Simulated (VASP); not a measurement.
Set up this calculation in VASP 6.6.1, as the native input.

```yaml
Task: single point
Functional: PBE
Potentials_or_basis: VASP PAW PBE potentials, release 64 (Pd)
Cutoff: 500 eV
k_mesh: 7 × 7 × 7
Occupations: fermi-dirac, width 0.02 eV
Spin: no spin polarisation
Dipole_correction: no
Further_INCAR_settings: ALGO = Normal; EDIFF = 1e-06; NBANDS = 11
```

The structure of Pd lies in POSCAR:

```
Pd
1.0
    0.0000000000      1.9465000000      1.9465000000
    1.9465000000      0.0000000000      1.9465000000
    1.9465000000      1.9465000000      0.0000000000
Pd
1
Direct
    0.0000000000      0.0000000000      0.0000000000
```

These files were run (other wordings do the same):

INCAR

```
PREC = Accurate ; ENCUT = 500
EDIFF = 1E-6 ; ISMEAR = -1
SIGMA = 0.02 ; LREAL = F
LASPH = T ; NELM = 120
ALGO = Normal ; ISIF = 2
LWAVE = F ; LCHARG = T
GGA = PE ; LELF = T
LVHAR = T ; NBANDS = 11
GGA_COMPAT = F
```

KPOINTS

```
regular mesh
0
Gamma
  7 7 7
```

Potentials or basis: VASP PAW PBE potentials, release 64 (Pd).

Command:

```bash
$ cat potpaw_PBE.64/Pd/POTCAR > POTCAR
$ mpirun -np 1 vasp_std > vasp.out
```

It gave:

```json
{
 "Pressure": "7.5 GPa",
 "Band gap on the k mesh": "zero (band 5 reaches 9.97 eV, above the bottom of band 6 at 8.53 eV)"
}
```

Caveat: the k points lie up to 0.40 Å⁻¹ apart.

It took 5.5 s on 1 thread of AMD EPYC 7R13 Processor (Zen 3), on a shared host, peak memory 0.09 GiB.
